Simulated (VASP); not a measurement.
# TlCl (Pm-3m) in VASP: notebook

Aim: see how the results for TlCl move with the level of theory and the settings. Levels: PBE, r2SCAN. Tasks: single point.

Everything below comes from runs of VASP 6.6.1. Logs are shortened: lines on timing, memory, paths and dates and some standing lists are left out, and cuts for length are marked.

## Step 1: The cell of the first run

The structure is cubic, space group Pm-3m (No. 221). Conventional cell: a = 3.938 Å, b = 3.938 Å, c = 3.938 Å, α = 90.00°, β = 90.00°, γ = 90.00°. Tl (site symmetry m-3m) has 8 Cl at 3.41 Å and 6 Tl at 3.94 Å within 4.5 Å. Within 4.5 Å of Cl (site symmetry m-3m) lie 8 Tl at 3.41 Å and 6 Cl at 3.94 Å.

## Step 2: Single point, PBE (volume changed by +3%)

The input, INCAR:

```
SYSTEM = TlCl
ALGO = Normal ; EDIFF = 1E-6
ENCUT = 500 ; GGA = PE
GGA_COMPAT = .FALSE. ; ISIF = 2
ISMEAR = 0 ; LASPH = .TRUE.
LCHARG = .FALSE. ; LREAL = .FALSE.
LWAVE = .FALSE. ; NBANDS = 17
NELM = 120 ; PREC = Accurate
SIGMA = 0.01
```

The input, KPOINTS:

```
k-points
0
G
  6 6 6
  0 0 0
```

The input, POSCAR:

```
TlCl
1.0
    3.9384806492      0.0000000000      0.0000000000
    0.0000000000      3.9384806492      0.0000000000
    0.0000000000      0.0000000000      3.9384806492
Tl Cl
1 1
Direct
    0.0000000000      0.0000000000      0.0000000000
    0.5000000000      0.5000000000      0.5000000000
```

Potentials or basis: VASP PAW PBE potentials, release 64 (Tl_d, Cl).

Run with:

```bash
$ cat potpaw_PBE.64/Tl_d/POTCAR potpaw_PBE.64/Cl/POTCAR > POTCAR
$ mpirun -np 1 vasp_std > vasp.out
```

OUTCAR:

```text
SYSTEM = TlCl
   EDIFF = 1E-6
   ENCUT = 500
   GGA = PE
   ISIF = 2
   ISMEAR = 0
   LASPH = .TRUE.
   LREAL = .FALSE.
   NELM = 120
   PREC = Accurate

 ion  position               nearest neighbor table
   1  0.000  0.000  0.000-
   2  0.500  0.500  0.500-

  LATTYP: Found a simple cubic cell.
 ALAT       =     3.9384806492

  Lattice vectors:

 A1 = (   3.9384806492,   0.0000000000,   0.0000000000)
 A2 = (   0.0000000000,   3.9384806492,   0.0000000000)
 A3 = (   0.0000000000,   0.0000000000,   3.9384806492)

Analysis of symmetry for initial positions (statically):
=====================================================================
 Subroutine PRICEL returns:
 Original cell was already a primitive cell.

 Routine SETGRP: Setting up the symmetry group for a
 simple cubic supercell.

 Subroutine GETGRP returns: Found 48 space group operations
 (whereof 48 operations were pure point group operations)
 out of a pool of 48 trial point group operations.

The static configuration has the point symmetry O_h .

Analysis of symmetry for dynamics (positions and initial velocities):
=====================================================================
 Subroutine PRICEL returns:
 Original cell was already a primitive cell.

 Routine SETGRP: Setting up the symmetry group for a
 simple cubic supercell.

 Subroutine GETGRP returns: Found 48 space group operations
 (whereof 48 operations were pure point group operations)
 out of a pool of 48 trial point group operations.

The dynamic configuration has the point symmetry O_h .

 Subroutine INISYM returns: Found 48 space group operations
 (whereof 48 operations are pure point group operations),
 and found     1 'primitive' translations

----------------------------------------------------------------------------------------

                                     Primitive cell

  volume of cell :      61.0923

  direct lattice vectors                    reciprocal lattice vectors
     3.938480649  0.000000000  0.000000000     0.253905018  0.000000000  0.000000000
     0.000000000  3.938480649  0.000000000     0.000000000  0.253905018  0.000000000
     0.000000000  0.000000000  3.938480649     0.000000000  0.000000000  0.253905018

  length of vectors
     3.938480649  3.938480649  3.938480649     0.253905018  0.253905018  0.253905018

  position of ions in fractional coordinates (direct lattice)
     0.000000000  0.000000000  0.000000000
     0.500000000  0.500000000  0.500000000

  ion indices of the primitive-cell ions
   primitive index   ion index
                 1           1
                 2           2

----------------------------------------------------------------------------------------

 KPOINTS: k-points

Automatic generation of k-mesh.
 Grid dimensions read from file:
 generate k-points for:    6    6    6

 Generating k-lattice:

  Cartesian coordinates                     Fractional coordinates (reciprocal lattice)
     0.042317503  0.000000000  0.000000000     0.166666667  0.000000000  0.000000000
     0.000000000  0.042317503  0.000000000     0.000000000  0.166666667  0.000000000
     0.000000000  0.000000000  0.042317503     0.000000000  0.000000000  0.166666667

  Length of vectors
     0.042317503  0.042317503  0.042317503

  Shift w.r.t. Gamma in fractional coordinates (k-lattice)
     0.000000000  0.000000000  0.000000000

 Subroutine IBZKPT returns following result:
 ===========================================

 Found     20 irreducible k-points:

 Following reciprocal coordinates:
            Coordinates               Weight
  0.000000  0.000000  0.000000      1.000000
  0.166667  0.000000  0.000000      6.000000
  0.333333  0.000000  0.000000      6.000000
  0.500000  0.000000  0.000000      3.000000
  0.166667  0.166667  0.000000     12.000000
  0.333333  0.166667  0.000000     24.000000
[... 12 lines left out ...]
  0.500000  0.500000  0.333333      6.000000
  0.500000  0.500000  0.500000      1.000000
   k-points           NKPTS =     20   k-points in BZ     NKDIM =     20   number of bands    NBANDS=     17
   number of dos      NEDOS =    301   number of ions     NIONS =      2
   total plane-waves  NPLWV =  27000
   dimension x,y,z NGX =    30 NGY =   30 NGZ =   30
   dimension x,y,z NGXF=    60 NGYF=   60 NGZF=   60
   ions per type =               1   1
   NGX,Y,Z   is equivalent  to a cutoff of  12.66, 12.66, 12.66 a.u.
   NGXF,Y,Z  is equivalent  to a cutoff of  25.33, 25.33, 25.33 a.u.
 SYSTEM =  TlCl
   PREC   = accura    normal or accurate (medium, high low for compatibility)
   ISTART =      0    job   : 0-new  1-cont  2-samecut
   ICHARG =      2    charge: 1-file 2-atom 10-const
   ISPIN  =      1    spin polarized calculation?
   LNONCOLLINEAR =      F non collinear calculations
   LSORBIT =      F    spin-orbit coupling
   LASPH  =      T    aspherical Exc in radial PAW
   ENCUT  =  500.0 eV  36.75 Ry    6.06 a.u.   7.18  7.18  7.18*2*pi/ulx,y,z
   NELM   =    120;   NELMIN=  2; NELMDL= -5     # of ELM steps
   EDIFF  = 0.1E-05   stopping-criterion for ELM
   LREAL  =      F    real-space projection
   EDIFFG = 0.1E-04   stopping-criterion for IOM
   NSW    =      0    number of steps for IOM
   IBRION =     -1    ionic relax: 0-MD 1-quasi-New 2-CG
   NFREE  =      0    steps in history (QN), initial steepest desc. (CG)
   ISIF   =      2    stress and relaxation
   ISYM   =      2    0-nonsym 1-usesym 2-fastsym
   POTIM  = 0.5000    time-step for ionic-motion
   TEBEG  =    0.0;   TEEND  =   0.0 temperature during run
   PSTRESS=    0.0 pullay stress
   NELECT =      20.0000    total number of electrons
   NUPDOWN=      -1.0000    fix difference up-down
   EMIN   =  10.00;   EMAX   =-10.00  energy-range for DOS
   EFERMI =   0.00;   METHOD = LEGACY
   ISMEAR =     0;   SIGMA  =   0.01  broadening in eV -4-tet -1-fermi 0-gaus
   EFERMI_NEDOS =   21; number of points for ismear=-14 and -15
   IALGO  =     38    algorithm
   IMIX   =      4    mixing-type and parameters
     AMIX     =   0.40;   BMIX     =  1.00
     AMIX_MAG =   1.60;   BMIX_MAG =  1.00
  volume/ion in A,a.u.               =      30.55       206.14
  Fermi-wavevector in a.u.,A,eV,Ry     =   1.128295  2.132169 17.320901  1.273050
  Thomas-Fermi vector in A             =   2.264985
   LORBIT       =      0    0 simple, 1 ext, 2 COOP (PROOUT), +10 PAW based schemes
   GGA     = PE    functional components
   LHFCALC =     F    Hartree Fock is set to
   AEXX    =    0.0000 exact exchange contribution
   IVDW    =     0    specifies the selected vdW correction
   LEPSILON=     F    determine dielectric tensor
   LRPA    =     F    only Hartree local field effects (RPA)
 non-spin polarized calculation
 Gauss-broadening in eV      SIGMA  =   0.01
  energy-cutoff  :      500.00
  volume of cell :       61.09
 maximum number of plane-waves:      1596
 NGX is ok and might be reduce to    30
   NGX = 15   NGY = 15   NGZ = 15

 number of electron      19.9999994 magnetization

 Free energy of the ion-electron system (eV)
  ---------------------------------------------------
  ext. energy  EPLUGINS =         0.00000000
  ---------------------------------------------------
  free energy    TOTEN  =        -6.01198010 eV

  energy without entropy =       -6.01198010  energy(sigma->0) =       -6.01198010

 E-fermi :   1.9534     XC(G=0):  -8.7498

 val. band max:        1.8560461508   @ k =   0.5000   0.0000   0.0000
 cond. band min:       4.1241023233   @ k =   0.5000   0.0000   0.0000
 fundamental gap:      2.2680561725
 Fermi energy:         1.9533908650

 k-point     1 :       0.0000    0.0000    0.0000
  band No.  band energies     occupation
      1     -11.4529      2.00000
      2      -7.9413      2.00000
      3      -7.9413      2.00000
      4      -7.7467      2.00000
      5      -7.7467      2.00000
      6      -7.7467      2.00000
[... 9 lines left out ...]
     16      13.5754      0.00000
     17      16.0025      0.00000

 k-point     2 :       0.1667    0.0000    0.0000
  band No.  band energies     occupation
      1     -11.4067      2.00000
      2      -7.9388      2.00000
      3      -7.9060      2.00000
      4      -7.7618      2.00000
      5      -7.7618      2.00000
      6      -7.7453      2.00000
[... 9 lines left out ...]
     16      14.8820      0.00000
     17      15.7588      0.00000

 k-point     3 :       0.3333    0.0000    0.0000
  band No.  band energies     occupation
      1     -11.3106      2.00000
      2      -7.9336      2.00000
      3      -7.8373      2.00000
      4      -7.7918      2.00000
      5      -7.7918      2.00000
      6      -7.7426      2.00000
[... 9 lines left out ...]
     16      14.0719      0.00000
     17      16.0331      0.00000

 k-point     4 :       0.5000    0.0000    0.0000
  band No.  band energies     occupation
      1     -11.2606      2.00000
      2      -7.9310      2.00000
      3      -7.8066      2.00000
      4      -7.8066      2.00000
      5      -7.8043      2.00000
      6      -7.7412      2.00000
[... 9 lines left out ...]
     16      15.1621      0.00000
     17      16.0424      0.00000

 k-point     5 :       0.1667    0.1667    0.0000
  band No.  band energies     occupation
      1     -11.3661      2.00000
      2      -7.9205      2.00000
      3      -7.8853      2.00000
      4      -7.7718      2.00000
      5      -7.7618      2.00000
      6      -7.7579      2.00000
[... 9 lines left out ...]
     16      13.9870      0.00000
     17      14.7859      0.00000

 k-point     6 :       0.3333    0.1667    0.0000
  band No.  band energies     occupation
      1     -11.2824      2.00000
      2      -7.9099      2.00000
      3      -7.8194      2.00000
      4      -7.7903      2.00000
      5      -7.7887      2.00000
      6      -7.7557      2.00000
[... 9 lines left out ...]
     16      14.3760      0.00000
     17      14.5365      0.00000

 k-point     7 :       0.5000    0.1667    0.0000
  band No.  band energies     occupation
      1     -11.2392      2.00000
      2      -7.9066      2.00000
      3      -7.8028      2.00000
      4      -7.7991      2.00000
      5      -7.7852      2.00000
      6      -7.7539      2.00000
[... 9 lines left out ...]
     16      14.7972      0.00000
     17      15.0606      0.00000

 k-point     8 :       0.3333    0.3333    0.0000
  band No.  band energies     occupation
      1     -11.2252      2.00000
      2      -7.8823      2.00000
      3      -7.7853      2.00000
      4      -7.7841      2.00000
      5      -7.7803      2.00000
      6      -7.7644      2.00000
[... 9 lines left out ...]
     16      13.6776      0.00000
     17      15.1223      0.00000
[... 123 lines left out ...]
      1     -11.1641      2.00000
      2      -7.8336      2.00000
      3      -7.8278      2.00000
      4      -7.7992      2.00000
      5      -7.7810      2.00000
      6      -7.7290      2.00000
[... 9 lines left out ...]
     16      13.4567      0.00000
     17      16.1026      0.00000

 k-point    16 :       0.5000    0.5000    0.1667
  band No.  band energies     occupation
      1     -11.1385      2.00000
      2      -7.8222      2.00000
      3      -7.8139      2.00000
      4      -7.8139      2.00000
      5      -7.7965      2.00000
      6      -7.6981      2.00000
[... 9 lines left out ...]
     16      13.5551      0.00000
     17      15.5952      0.00000

 k-point    17 :       0.3333    0.3333    0.3333
  band No.  band energies     occupation
      1     -11.1306      2.00000
      2      -7.8412      2.00000
      3      -7.8412      2.00000
      4      -7.7901      2.00000
      5      -7.7593      2.00000
      6      -7.7593      2.00000
[... 9 lines left out ...]
     16      13.2040      0.00000
     17      17.4327      0.00000

 k-point    18 :       0.5000    0.3333    0.3333
  band No.  band energies     occupation
      1     -11.0979      2.00000
      2      -7.8606      2.00000
      3      -7.8386      2.00000
      4      -7.8139      2.00000
      5      -7.7580      2.00000
      6      -7.7189      2.00000
[... 9 lines left out ...]
     16      13.8011      0.00000
     17      18.1898      0.00000

 k-point    19 :       0.5000    0.5000    0.3333
  band No.  band energies     occupation
      1     -11.0638      2.00000
      2      -7.8578      2.00000
      3      -7.8578      2.00000
      4      -7.8505      2.00000
      5      -7.7379      2.00000
      6      -7.6965      2.00000
[... 9 lines left out ...]
     16      14.0297      0.00000
     17      18.6117      0.00000

 k-point    20 :       0.5000    0.5000    0.5000
  band No.  band energies     occupation
      1     -11.0250      2.00000
      2      -7.8793      2.00000
      3      -7.8793      2.00000
      4      -7.8793      2.00000
      5      -7.6958      2.00000
      6      -7.6958      2.00000
[... 9 lines left out ...]
     16      14.2825      0.00000
     17      18.2625      0.00000

------------------------ aborting loop because EDIFF is reached ----------------------------------------

  FORCE on cell =-STRESS in cart. coord.  units (eV):
  Direction    XX          YY          ZZ          XY          YZ          ZX
  --------------------------------------------------------------------------------------
  -------------------------------------------------------------------------------------
  Total       -0.2593811     -0.2593811     -0.2593811      0.0000000     -0.0000000     -0.0000000
  in kB       -6.8024086     -6.8024086     -6.8024086      0.0000000     -0.0000000     -0.0000000
  external PRESSURE =      -6.8024086 kB  Pullay stress =       0.0000000 kB

 VOLUME and BASIS-vectors are now :
 -----------------------------------------------------------------------------
  energy-cutoff  :      500.00
  volume of cell :       61.09
      direct lattice vectors                 reciprocal lattice vectors
     3.938480649  0.000000000  0.000000000     0.253905018  0.000000000  0.000000000
     0.000000000  3.938480649  0.000000000     0.000000000  0.253905018  0.000000000
     0.000000000  0.000000000  3.938480649     0.000000000  0.000000000  0.253905018

 POSITION                                       TOTAL-FORCE (eV/Angst)
 -----------------------------------------------------------------------------------
      0.00000      0.00000      0.00000         0.000000      0.000000      0.000000
      1.96924      1.96924      1.96924         0.000000      0.000000      0.000000
 -----------------------------------------------------------------------------------
    total drift:                                0.000000      0.000000     -0.000000

  FREE ENERGIE OF THE ION-ELECTRON SYSTEM (eV)
  ---------------------------------------------------
  free  energy   TOTEN  =        -6.0119801002 eV

  energy  without entropy=       -6.0119801002  energy(sigma->0) =       -6.01198010
```

It took 34 s on 1 thread of Intel Xeon 8259CL, shared host; peak memory 0.17 GiB.

What came out:

```
Free energy            : -6.0120 eV
Pressure               : -0.7 GPa
Band gap on the k mesh : 2.27 eV, direct
```

Levels at points of the mesh, in eV from the valence-band top:
| k point | band 8 | band 9 | band 10 | band 11 | band 12 | band 13 |
| --- | --- | --- | --- | --- | --- | --- |
| (0.00, 0.00, 0.00) | -1.17 | -1.17 | -1.17 | 7.52 | 7.52 | 7.52 |
| (0.50, 0.00, 0.00) | -0.81 | -0.81 | 0.00 | 2.27 | 6.53 | 6.53 |
| (0.50, 0.50, 0.00) | -2.45 | -2.45 | -0.76 | 4.82 | 4.82 | 8.13 |
| (0.50, 0.50, 0.50) | -1.63 | -1.63 | -1.63 | 2.82 | 2.82 | 2.82 |

Caveat: spin-orbit coupling is left out, which moves the levels of the heavy elements. A k mesh can miss the band edges.

## Step 3: Single point, PBE (volume changed by +6%)

The input, INCAR:

```
SYSTEM = TlCl
PREC = Accurate
ENCUT = 500
EDIFF = 1E-6
ISMEAR = 0
SIGMA = 0.01
LREAL = .FALSE.
LASPH = .TRUE.
NELM = 120
ALGO = Normal
ISIF = 2
LWAVE = .FALSE.
LCHARG = .FALSE.
GGA = PE
NBANDS = 17
GGA_COMPAT = .FALSE.
```

The input, KPOINTS:

```
regular mesh
0
G
  6 6 6
  0 0 0
```

The input, POSCAR:

```
TlCl
1.0
    3.9763529787      0.0000000000      0.0000000000
    0.0000000000      3.9763529787      0.0000000000
    0.0000000000      0.0000000000      3.9763529787
Tl Cl
1 1
Direct
    0.0000000000      0.0000000000      0.0000000000
    0.5000000000      0.5000000000      0.5000000000
```

Potentials or basis: VASP PAW PBE potentials, release 64 (Tl_d, Cl).

Run with:

```bash
$ cat potpaw_PBE.64/Tl_d/POTCAR potpaw_PBE.64/Cl/POTCAR > POTCAR
$ mpirun -np 1 vasp_std > vasp.out
```

Wall time 38 s (1 thread of Intel Xeon 8259CL, shared host); peak memory 0.17 GiB.

It converged, with:

```
Free energy            : -6.0025 eV
Pressure               : -1.2 GPa
Band gap on the k mesh : 2.33 eV, direct
```

Levels at points of the mesh, in eV from the valence-band top:
| k point | band 6 | band 7 | band 8 | band 9 | band 10 | band 11 | band 12 | band 13 | band 14 | band 15 |
| --- | --- | --- | --- | --- | --- | --- | --- | --- | --- | --- |
| (0.00, 0.00, 0.00) | -9.58 | -4.32 | -1.05 | -1.05 | -1.05 | 7.41 | 7.41 | 7.41 | 8.08 | 8.08 |
| (0.50, 0.00, 0.00) | -9.58 | -4.85 | -0.72 | -0.72 | 0.00 | 2.33 | 6.51 | 6.51 | 9.16 | 11.29 |
| (0.50, 0.50, 0.00) | -9.54 | -3.24 | -2.28 | -2.28 | -0.66 | 4.78 | 4.78 | 8.00 | 8.45 | 11.16 |
| (0.50, 0.50, 0.50) | -9.54 | -2.30 | -1.50 | -1.50 | -1.50 | 2.90 | 2.90 | 2.90 | 12.28 | 12.28 |

Caveat: spin-orbit coupling is left out, which moves the levels of the heavy elements.

## Step 4: Single point, r2SCAN (volume changed by -6%)

The input, POSCAR:

```
TlCl
1.0
    3.7604602626      0.0000000000      0.0000000000
    0.0000000000      3.7604602626      0.0000000000
    0.0000000000      0.0000000000      3.7604602626
Tl Cl
1 1
Direct
    0.0000000000      0.0000000000      0.0000000000
    0.5000000000      0.5000000000      0.5000000000
```

The input, INCAR.step1:

```
SYSTEM = TlCl
PREC = Accurate ; ENCUT = 550
ISMEAR = 0 ; SIGMA = 0.01
LREAL = .FALSE. ; LASPH = .TRUE.
NELM = 120 ; NBANDS = 17
GGA = PE ; ALGO = Normal
EDIFF = 1E-5 ; LWAVE = .TRUE.
LCHARG = .FALSE. ; GGA_COMPAT = .FALSE.
```

The input, INCAR.step2:

```
SYSTEM = TlCl
PREC = Accurate ; ENCUT = 550
EDIFF = 1E-6 ; ISMEAR = 0
SIGMA = 0.01 ; LREAL = .FALSE.
LASPH = .TRUE. ; NELM = 120
ALGO = Normal ; ISIF = 2
LWAVE = .FALSE. ; LCHARG = .TRUE.
METAGGA = R2SCAN ; LMIXTAU = .TRUE.
LELF = .TRUE. ; LVHAR = .TRUE.
NBANDS = 17 ; ISTART = 1
GGA_COMPAT = .FALSE.
```

The input, KPOINTS:

```
Automatic mesh
0
G
  6 6 6
  0 0 0
```

Run with:

```bash
$ cat potpaw_PBE.64/Tl_d/POTCAR potpaw_PBE.64/Cl/POTCAR > POTCAR
$ cp INCAR.step1 INCAR
$ mpirun -np 1 vasp_std > vasp.out
$ cp INCAR.step2 INCAR
$ mpirun -np 1 vasp_std > vasp.out
```

It took 2.3 min on 1 thread of Intel Xeon 8259CL, shared host; peak memory 0.18 GiB.

It converged, with:

```
Free energy            : -61.5291 eV
Pressure               : 2.0 GPa
Band gap on the k mesh : 2.36 eV, direct
```

Levels at points of the mesh, in eV from the valence-band top:
| k point | band 7 | band 8 | band 9 | band 10 | band 11 | band 12 | band 13 | band 14 |
| --- | --- | --- | --- | --- | --- | --- | --- | --- |
| (0.00, 0.00, 0.00) | -4.66 | -1.91 | -1.91 | -1.91 | 8.21 | 8.21 | 8.57 | 8.57 |
| (0.50, 0.00, 0.00) | -5.91 | -1.42 | -1.42 | 0.00 | 2.36 | 7.04 | 7.04 | 9.10 |
| (0.50, 0.50, 0.00) | -3.51 | -3.51 | -3.44 | -1.39 | 5.34 | 5.34 | 9.03 | 9.22 |
| (0.50, 0.50, 0.50) | -2.44 | -2.44 | -2.44 | -2.07 | 2.67 | 2.67 | 2.67 | 14.08 |

Caveat: the PAW data sets were made with another functional, which shifts forces and pressure a little; spin-orbit coupling is left out, which moves the levels of the heavy elements.

[end of part 1 of 2]
